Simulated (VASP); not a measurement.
A run of VASP 6.6.1 is set up as follows.

Contents of INCAR:

```
ALGO = Normal
EDIFF = 1E-6
ENCUT = 400
GGA = PS
GGA_COMPAT = F
ISIF = 2
ISMEAR = -1
ISPIN = 2
ISYM = -1
LASPH = T
LCHARG = F
LMAXMIX = 4
LORBIT = 11
LREAL = Auto
LWAVE = F
MAGMOM = 0 0 0 0 0 0 0 0 0 0 0 0 0 0 0 0 0 0 0 0 0 0 0 0 0 0 0 0 0 0 0 0 0 0 0 0 0 0 0 0 0 0 0 0 0 0 0 0 0 0 0 0 0 0 0 0 0 0 0 0 0 0 0 3
NBANDS = 174
NELM = 200
PREC = Accurate
SIGMA = 0.05
```

KPOINTS

```
explicit points
1
Reciprocal
  0.25000000   0.25000000   0.25000000 1
```

Contents of POSCAR:

```
VSi63
1.0
   10.8655790000      0.0000000000      0.0000000000
    0.0000000000     10.8655790000      0.0000000000
    0.0000000000      0.0000000000     10.8655790000
Si V
63 1
Direct
    0.0003140000      0.0005180000      0.0005920000
    0.9997740000      0.0000110000      0.5011830000
    0.9977310000      0.5010850000      0.9990480000
    0.9996080000      0.5000940000      0.5000750000
    0.5008500000      0.9979620000      0.9990170000
    0.4998880000      0.9998240000      0.5000540000
    0.5000140000      0.5002680000      0.9999850000
    0.1251950000      0.1254680000      0.1263380000
    0.1265460000      0.1267600000      0.6249190000
    0.1231940000      0.6258500000      0.1232440000
    0.1235250000      0.6250720000      0.6259880000
    0.6256330000      0.1234120000      0.1231800000
    0.6248120000      0.1237860000      0.6259830000
    0.6249150000      0.6251740000      0.1250930000
    0.6149350000      0.6151980000      0.6179450000
    0.2504090000      0.2506260000      0.0020500000
    0.2536390000      0.2538880000      0.5015060000
    0.2497040000      0.7515890000      0.0006290000
    0.2473350000      0.7523720000      0.5032170000
    0.7513690000      0.2499430000      0.0005930000
    0.7521640000      0.2475250000      0.5032080000
    0.7496810000      0.7498890000      0.9999860000
    0.7466440000      0.7468620000      0.5014510000
    0.3759810000      0.3761840000      0.1260440000
    0.3741660000      0.3744720000      0.6404020000
    0.3749240000      0.8769660000      0.1252770000
    0.3757280000      0.8756190000      0.6263810000
    0.8766750000      0.3751950000      0.1252880000
    0.8753520000      0.3759690000      0.6263780000
    0.8750070000      0.8752710000      0.1251310000
    0.8733260000      0.8735790000      0.6250480000
    0.2507150000      0.0015640000      0.2516350000
    0.2504070000      0.0010560000      0.7502410000
    0.2488930000      0.5025860000      0.2478880000
    0.2465340000      0.5032700000      0.7552410000
    0.7502720000      0.0001990000      0.2504490000
    0.7500170000      0.9991500000      0.7506110000
    0.7520110000      0.5015770000      0.2487000000
    0.7472800000      0.5012200000      0.7476130000
    0.3770120000      0.1271130000      0.3757410000
    0.3747860000      0.1239750000      0.8780560000
    0.3697810000      0.6339880000      0.3717110000
    0.3757520000      0.6272870000      0.8765080000
    0.8763550000      0.1246420000      0.3754180000
    0.8757730000      0.1249670000      0.8748820000
    0.8750020000      0.6261350000      0.3760270000
    0.8727010000      0.6248420000      0.8736550000
    0.0013010000      0.2510010000      0.2516260000
    0.0008150000      0.2506380000      0.7502160000
    0.9999540000      0.7505390000      0.2504400000
    0.9988790000      0.7502640000      0.7506120000
    0.5023570000      0.2490460000      0.2478660000
    0.5030090000      0.2468380000      0.7551970000
    0.5013100000      0.7522930000      0.2486580000
    0.5009890000      0.7475520000      0.7476220000
    0.1268940000      0.3772670000      0.3757200000
    0.1237150000      0.3749920000      0.8780760000
    0.1244170000      0.8765750000      0.3754530000
    0.1247550000      0.8759730000      0.8748720000
    0.6337510000      0.3699180000      0.3716870000
    0.6270260000      0.3759920000      0.8765160000
    0.6259180000      0.8752030000      0.3760190000
    0.6246400000      0.8729370000      0.8736650000
    0.4852440000      0.4854270000      0.4859620000
```

Potentials or basis: VASP PAW PBE potentials, release 64 (Si, V_sv).

Launch:

```sh
$ cat potpaw_PBE.64/Si/POTCAR potpaw_PBE.64/V_sv/POTCAR > POTCAR
$ mpirun -np 1 vasp_std > vasp.out
```

Question: What does it give for the net moment?

Answer: 1.03 μB per cell.

Question: Estimate the largest force.

Answer: 0.116 eV/Å.

Question: Estimate the pressure.

Answer: 0.3 GPa.

Stress tensor (GPa, compression positive):
```
 0.20 -1.28 -1.10
-1.28  0.20 -1.10
-1.10 -1.10  0.38
```

Caveat: the PAW data sets were made with another functional, which shifts forces and pressure a little.
